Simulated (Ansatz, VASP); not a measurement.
**AlCu5 in VASP and in Ansatz**

```
Al Cu
1.0
     7.88949    0.00000    0.00000
    -3.94474    6.83250    0.00000
     0.00000    0.00000    2.40878
Al Cu
1 5
Cartesian
  0.0000 0.0000 0.0000
  3.9447 0.0000 1.2044
  -1.9724 3.4162 1.2044
  1.9724 3.4162 1.2044
  0.0000 4.5550 1.2044
  3.9447 2.2775 1.2044
```

Alike in both runs: functional PBE; k mesh 3 × 3 × 8; occupations gaussian, width 0.1 eV; no spin polarisation.

Ansatz relaxed the structure, and its values are those at the end. VASP's run is a single point on that final structure, the one shown.

|  | VASP | Ansatz |
| --- | --- | --- |
| version | VASP 6.6.1 | Ansatz 0.2.0 |
| potentials or method | VASP PAW PBE potentials, release 64 (Al, Cu), cutoff 520 eV | scalar-relativistic, plane waves, PAW |
| valence electrons in the cell | 58 | 98 |

|  | VASP | Ansatz | Ansatz less VASP |
| --- | --- | --- | --- |
| gap on the k mesh at the Fermi level (eV) | none | none | - |
| pressure (GPa) | 0.2 | 0.1 | -0.09 |

A gap of «none» marks a metal or a gap that the smearing closes. The functional is the same, so the differences come from potentials, cutoffs and numerics. VASP's potentials hold 58 valence electrons a cell and Ansatz's 98, so a difference there can come from the potentials and not from the codes.
